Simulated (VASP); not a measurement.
# Li3AsF6 (Immm) in VASP: single point with PBEsol

Aim: the single point of Li3AsF6 with PBEsol.

Program: VASP 6.6.1. These are calculated values, not measurements. Logs are shortened: lines on timing, memory, paths and dates and some standing lists are left out, and cuts for length are marked.

### 1 The cell of the first run

The structure is orthorhombic, space group Immm (No. 71). Conventional cell: a = 5.497 Å, b = 5.804 Å, c = 8.117 Å, α = 90.00°, β = 90.00°, γ = 90.00°. Li (site symmetry mm2) has 8 F at 2.10 to 3.02 Å and 3 Li at 2.33 to 2.98 Å and 2 As at 3.13 Å within 3.2 Å. Li (site symmetry mmm) has 6 F at 1.96 to 2.06 Å within 2.6 Å. As (site symmetry mmm) has 6 F at 2.00 to 2.07 Å within 2.6 Å. F (site symmetry mm2) has 1 As at 2.00 Å and 1 Li at 2.06 Å within 2.6 Å. Within 2.6 Å of F (site symmetry m) lie 3 Li at 1.96 to 2.10 Å and 1 As at 2.07 Å and 2 F at 2.47 to 2.48 Å.

### 2 Single point, PBEsol (atoms displaced along a vibrational mode, then relaxed in part)

INCAR reads:

```
SYSTEM = Li3AsF6
PREC     = Accurate       ! precision mode
ENCUT    = 520            ! plane-wave cutoff, eV
EDIFF    = 1E-6           ! SCF threshold, eV
ISMEAR   = 0              ! smearing method
SIGMA    = 0.05           ! smearing width, eV
LREAL    = .FALSE.        ! projectors in reciprocal space
LASPH    = .TRUE.         ! aspherical terms in the spheres
NELM     = 100            ! most SCF steps
ALGO     = Normal         ! electronic algorithm
ISIF     = 2              ! what is computed and relaxed
LWAVE    = .FALSE.        ! write WAVECAR
LCHARG   = .FALSE.        ! write CHGCAR
GGA      = PS             ! functional
NBANDS   = 39             ! bands
```

KPOINTS reads:

```
regular mesh
0
G
  6 6 6
  0 0 0
```

POSCAR reads:

```
Li3AsF6
1.0
   -0.1085774655      3.9958002146      4.0582856491
    3.9958002146     -0.1085774655      4.0582856491
    3.8872227491      3.8872227491      0.0000000000
Li As F
3 1 6
Direct
    0.3567438346      0.3567438346      0.1432561654
    0.6432561654      0.6432561654      0.8567438346
    0.5000000000      0.5000000000      0.5000000000
    0.0000000000      0.0000000000      0.0000000000
    0.2462295464      0.2462295464      0.7537704536
    0.2859838254      0.7140161746      0.7756532131
    0.7537704536      0.7537704536      0.2462295464
    0.2859838254      0.7140161746      0.2243467869
    0.7140161746      0.2859838254      0.7756532131
    0.7140161746      0.2859838254      0.2243467869
```

Potentials or basis: VASP PAW PBE potentials, release 64 (Li_sv, As, F).

The run is started by

```bash
$ cat potpaw_PBE.64/Li_sv/POTCAR potpaw_PBE.64/As/POTCAR potpaw_PBE.64/F/POTCAR > POTCAR
$ mpirun -np 1 vasp_std > vasp.out
```

OUTCAR:

```text
SYSTEM = Li3AsF6
   PREC = Accurate
   ENCUT = 520
   EDIFF = 1E-6
   ISMEAR = 0
   LREAL = .FALSE.
   LASPH = .TRUE.
   NELM = 100
   ISIF = 2
   GGA = PS

 ion  position               nearest neighbor table
   1  0.357  0.357  0.143-   6 2.10   8 2.10   9 2.10  10 2.10   2 2.33
   2  0.643  0.643  0.857-   6 2.10   8 2.10   9 2.10  10 2.10   1 2.33
   3  0.500  0.500  0.500-   6 1.96   8 1.96   9 1.96  10 1.96   7 2.06   5 2.06
   4  0.000  0.000  0.000-   5 2.00   7 2.00   6 2.07   8 2.07   9 2.07  10 2.07
   5  0.246  0.246  0.754-   4 2.00   3 2.06
   6  0.286  0.714  0.776-   3 1.96   4 2.07   1 2.10   2 2.10
   7  0.754  0.754  0.246-   4 2.00   3 2.06
   8  0.286  0.714  0.224-   3 1.96   4 2.07   1 2.10   2 2.10
   9  0.714  0.286  0.776-   3 1.96   4 2.07   1 2.10   2 2.10
  10  0.714  0.286  0.224-   3 1.96   4 2.07   1 2.10   2 2.10

  LATTYP: Found a body centered orthorhombic cell.
 ALAT       =     5.4973631317
 B/A-ratio  =     1.0558637734
 C/A-ratio  =     1.4764480904

  Lattice vectors:

 A1 = (   0.1085774655,  -3.9958002146,  -4.0582856491)
 A2 = (  -0.1085774655,   3.9958002146,  -4.0582856491)
 A3 = (   3.9958002146,  -0.1085774655,   4.0582856491)

Analysis of symmetry for initial positions (statically):
=====================================================================
 Subroutine PRICEL returns:
 Original cell was already a primitive cell.

 Routine SETGRP: Setting up the symmetry group for a
 body centered orthorhombic supercell.

 Subroutine GETGRP returns: Found  8 space group operations
 (whereof  8 operations were pure point group operations)
 out of a pool of  8 trial point group operations.

The static configuration has the point symmetry D_2h.

Analysis of symmetry for dynamics (positions and initial velocities):
=====================================================================
 Subroutine PRICEL returns:
 Original cell was already a primitive cell.

 Routine SETGRP: Setting up the symmetry group for a
 body centered orthorhombic supercell.

 Subroutine GETGRP returns: Found  8 space group operations
 (whereof  8 operations were pure point group operations)
 out of a pool of  8 trial point group operations.

The dynamic configuration has the point symmetry D_2h.

 Subroutine INISYM returns: Found  8 space group operations
 (whereof  8 operations are pure point group operations),
 and found     1 'primitive' translations

----------------------------------------------------------------------------------------

                                     Primitive cell

  volume of cell :     129.4969

  direct lattice vectors                    reciprocal lattice vectors
    -0.108577465  3.995800215  4.058285649    -0.121821148  0.121821148  0.123204733
     3.995800215 -0.108577465  4.058285649     0.121821148 -0.121821148  0.123204733
     3.887222749  3.887222749  0.000000000     0.128626537  0.128626537 -0.123204733

  length of vectors
     5.696305016  5.696305016  5.497363132     0.211802243  0.211802243  0.219702021

  position of ions in fractional coordinates (direct lattice)
     0.356743835  0.356743835  0.143256165
     0.643256165  0.643256165  0.856743835
     0.500000000  0.500000000  0.500000000
     0.000000000  0.000000000  0.000000000
     0.246229546  0.246229546  0.753770454
     0.285983825  0.714016175  0.775653213
     0.753770454  0.753770454  0.246229546
     0.285983825  0.714016175  0.224346787
     0.714016175  0.285983825  0.775653213
     0.714016175  0.285983825  0.224346787

  ion indices of the primitive-cell ions
   primitive index   ion index
                 1           1
                 2           2
                 3           3
                 4           4
                 5           5
                 6           6
                 7           7
                 8           8
                 9           9
                10          10

----------------------------------------------------------------------------------------

 KPOINTS: regular mesh

Automatic generation of k-mesh.
 Grid dimensions read from file:
 generate k-points for:    6    6    6

 Generating k-lattice:

  Cartesian coordinates                     Fractional coordinates (reciprocal lattice)
    -0.020303525  0.020303525  0.020534122     0.166666667 -0.000000000  0.000000000
     0.020303525 -0.020303525  0.020534122    -0.000000000  0.166666667  0.000000000
     0.021437756  0.021437756 -0.020534122     0.000000000  0.000000000  0.166666667

  Length of vectors
     0.035300374  0.035300374  0.036617004

  Shift w.r.t. Gamma in fractional coordinates (k-lattice)
     0.000000000  0.000000000  0.000000000

 Subroutine IBZKPT returns following result:
 ===========================================

 Found     46 irreducible k-points:

 Following reciprocal coordinates:
            Coordinates               Weight
  0.000000  0.000000  0.000000      1.000000
  0.166667  0.000000  0.000000      4.000000
  0.333333 -0.000000  0.000000      4.000000
  0.500000  0.000000  0.000000      2.000000
  0.166667  0.166667  0.000000      2.000000
  0.333333  0.166667  0.000000      4.000000
[... 16 lines left out ...]
 -0.166667  0.333333  0.166667      4.000000
  0.500000  0.500000  0.166667      4.000000
 [... further k-points ...]
   k-points           NKPTS =     46   k-points in BZ     NKDIM =     46   number of bands    NBANDS=     39
   number of dos      NEDOS =    301   number of ions     NIONS =     10
   total plane-waves  NPLWV =  74088
   dimension x,y,z NGX =    42 NGY =   42 NGZ =   42
   dimension x,y,z NGXF=    84 NGYF=   84 NGZF=   84
   ions per type =               3   1   6
   NGX,Y,Z   is equivalent  to a cutoff of  12.26, 12.26, 12.70 a.u.
   NGXF,Y,Z  is equivalent  to a cutoff of  24.52, 24.52, 25.40 a.u.
 SYSTEM =  Li3AsF6
   PREC   = accura    normal or accurate (medium, high low for compatibility)
   ISTART =      0    job   : 0-new  1-cont  2-samecut
   ICHARG =      2    charge: 1-file 2-atom 10-const
   ISPIN  =      1    spin polarized calculation?
   LNONCOLLINEAR =      F non collinear calculations
   LSORBIT =      F    spin-orbit coupling
   LASPH  =      T    aspherical Exc in radial PAW
   ENCUT  =  520.0 eV  38.22 Ry    6.18 a.u.  10.59 10.59 10.22*2*pi/ulx,y,z
   NELM   =    100;   NELMIN=  2; NELMDL= -5     # of ELM steps
   EDIFF  = 0.1E-05   stopping-criterion for ELM
   LREAL  =      F    real-space projection
   EDIFFG = 0.1E-04   stopping-criterion for IOM
   NSW    =      0    number of steps for IOM
   IBRION =     -1    ionic relax: 0-MD 1-quasi-New 2-CG
   NFREE  =      0    steps in history (QN), initial steepest desc. (CG)
   ISIF   =      2    stress and relaxation
   ISYM   =      2    0-nonsym 1-usesym 2-fastsym
   POTIM  = 0.5000    time-step for ionic-motion
   TEBEG  =    0.0;   TEEND  =   0.0 temperature during run
   PSTRESS=    0.0 pullay stress
   NELECT =      56.0000    total number of electrons
   NUPDOWN=      -1.0000    fix difference up-down
   EMIN   =  10.00;   EMAX   =-10.00  energy-range for DOS
   EFERMI =   0.00;   METHOD = LEGACY
   ISMEAR =     0;   SIGMA  =   0.05  broadening in eV -4-tet -1-fermi 0-gaus
   EFERMI_NEDOS =   21; number of points for ismear=-14 and -15
   IALGO  =     38    algorithm
   IMIX   =      4    mixing-type and parameters
     AMIX     =   0.40;   BMIX     =  1.00
     AMIX_MAG =   1.60;   BMIX_MAG =  1.00
  volume/ion in A,a.u.               =      12.95        87.39
  Fermi-wavevector in a.u.,A,eV,Ry     =   1.237992  2.339465 20.852607  1.532623
  Thomas-Fermi vector in A             =   2.372536
   LORBIT       =      0    0 simple, 1 ext, 2 COOP (PROOUT), +10 PAW based schemes
   GGA     = PS    functional components
   LHFCALC =     F    Hartree Fock is set to
   AEXX    =    0.0000 exact exchange contribution
   IVDW    =     0    specifies the selected vdW correction
   LEPSILON=     F    determine dielectric tensor
   LRPA    =     F    only Hartree local field effects (RPA)
 non-spin polarized calculation
 Gauss-broadening in eV      SIGMA  =   0.05
  energy-cutoff  :      520.00
  volume of cell :      129.50
 maximum number of plane-waves:      3504
   NGX = 21   NGY = 21   NGZ = 21

 number of electron      55.9999980 magnetization

 Free energy of the ion-electron system (eV)
  ---------------------------------------------------
  ext. energy  EPLUGINS =         0.00000000
  ---------------------------------------------------
  free energy    TOTEN  =       -46.75729140 eV

  energy without entropy =      -46.75729140  energy(sigma->0) =      -46.75729140

 E-fermi :   0.3841     XC(G=0):  -8.4790

 val. band max:        0.0292153952   @ k =   0.5000  -0.0000   0.5000
 cond. band min:       3.4915301406   @ k =   0.0000   0.0000   0.5000
 fundamental gap:      3.4623147454
 Fermi energy:         0.3840833427

 k-point     1 :       0.0000    0.0000    0.0000
  band No.  band energies     occupation
      1     -44.3989      2.00000
      2     -44.3477      2.00000
      3     -42.2785      2.00000
      4     -22.8268      2.00000
      5     -22.2971      2.00000
      6     -22.1537      2.00000
[... 31 lines left out ...]
     38      11.2734      0.00000
     39      11.9061      0.00000

 k-point     2 :       0.1667    0.0000    0.0000
  band No.  band energies     occupation
      1     -44.3989      2.00000
      2     -44.3477      2.00000
      3     -42.2785      2.00000
      4     -22.7922      2.00000
      5     -22.3306      2.00000
      6     -22.1390      2.00000
[... 913 lines left out ...]
     38      10.8241      0.00000
     39      11.4926      0.00000

 k-point    24 :       0.5000    0.5000    0.1667
  band No.  band energies     occupation
      1     -44.3988      2.00000
      2     -44.3477      2.00000
      3     -42.2784      2.00000
      4     -22.7198      2.00000
      5     -22.2927      2.00000
      6     -22.1740      2.00000
[... 31 lines left out ...]
     38      10.9786      0.00000
     39      12.3941      0.00000

 [... further k-points ...]

------------------------ aborting loop because EDIFF is reached ----------------------------------------

  FORCE on cell =-STRESS in cart. coord.  units (eV):
  Direction    XX          YY          ZZ          XY          YZ          ZX
  --------------------------------------------------------------------------------------
  -------------------------------------------------------------------------------------
  Total       -0.1636595     -0.1636595     -0.1022359     -0.0430063      0.0000000      0.0000000
  in kB       -2.0248484     -2.0248484     -1.2648952     -0.5320879      0.0000000      0.0000000
  external PRESSURE =      -1.7715307 kB  Pullay stress =       0.0000000 kB

 VOLUME and BASIS-vectors are now :
 -----------------------------------------------------------------------------
  energy-cutoff  :      520.00
  volume of cell :      129.50
      direct lattice vectors                 reciprocal lattice vectors
    -0.108577465  3.995800215  4.058285649    -0.121821148  0.121821148  0.123204733
     3.995800215 -0.108577465  4.058285649     0.121821148 -0.121821148  0.123204733
     3.887222749  3.887222749  0.000000000     0.128626537  0.128626537 -0.123204733

 POSITION                                       TOTAL-FORCE (eV/Angst)
 -----------------------------------------------------------------------------------
      1.94361      1.94361      2.89554        -0.000000     -0.000000     -0.016514
      5.83083      5.83083      5.22103         0.000000      0.000000      0.016514
      3.88722      3.88722      4.05829         0.000000     -0.000000     -0.000000
      0.00000      0.00000      0.00000         0.000000     -0.000000     -0.000000
      3.88722      3.88722      1.99854        -0.000000     -0.000000      0.036160
      5.83715      4.08034      4.05829        -0.010351      0.000748     -0.000000
      3.88722      3.88722      6.11803         0.000000      0.000000     -0.036160
      3.69410      1.93729      4.05829        -0.000748      0.010351     -0.000000
      4.08034      5.83715      4.05829         0.000748     -0.010351     -0.000000
      1.93729      3.69410      4.05829         0.010351     -0.000748     -0.000000
 -----------------------------------------------------------------------------------
    total drift:                                0.000000     -0.000000      0.000000

  FREE ENERGIE OF THE ION-ELECTRON SYSTEM (eV)
  ---------------------------------------------------
  free  energy   TOTEN  =       -46.7572914048 eV

  energy  without entropy=      -46.7572914048  energy(sigma->0) =      -46.75729140
```

It took 4 min on 1 thread of AMD EPYC 7R43 (Zen 3), shared host; peak memory 0.32 GiB.

Results:

* Free energy: -46.7573 eV
* Largest force: 0.036 eV/Å
* Band gap on the k mesh: 3.46 eV (least direct gap 4.03 eV)

Forces on the atoms (eV/Å):
```
Li   0.000  0.000 -0.017
Li   0.000  0.000  0.017
Li   0.000  0.000  0.000
As   0.000  0.000  0.000
F    0.000  0.000  0.036
F   -0.010  0.001  0.000
F    0.000  0.000 -0.036
F   -0.001  0.010  0.000
F    0.001 -0.010  0.000
F    0.010 -0.001  0.000
```

Levels at points of the mesh, in eV from the valence-band top:
```csv
k point,band 24,band 25,band 26,band 27,band 28,band 29,band 30,band 31,band 32,band 33
"(0.00, 0.00, 0.00)",-2.65,-2.49,-2.39,-2.34,-1.10,3.65,4.87,5.32,5.65,7.61
"(0.50, 0.00, 0.00)",-2.65,-2.63,-2.62,-2.55,-0.13,4.38,4.85,5.98,6.06,7.49
"(0.50, 0.50, 0.00)",-3.02,-2.88,-2.88,-2.49,-0.19,3.88,5.18,5.82,6.58,7.47
"(0.00, 0.00, 0.50)",-2.73,-2.73,-2.62,-2.52,-0.66,3.46,5.57,6.06,6.69,7.25
"(0.50, 0.00, 0.50)",-2.95,-2.89,-2.65,-2.36,0.00,4.10,5.52,5.54,7.30,7.45
```

Caveat: the cell differs from its parent crystal (atoms displaced along a vibrational mode, then relaxed in part); the cutoff is under 1.25 times the usual one of these potentials, so pressure, stress and relaxed cells hold a basis-set (Pulay) error; the PAW data sets were made with another functional, which shifts forces and pressure a little.
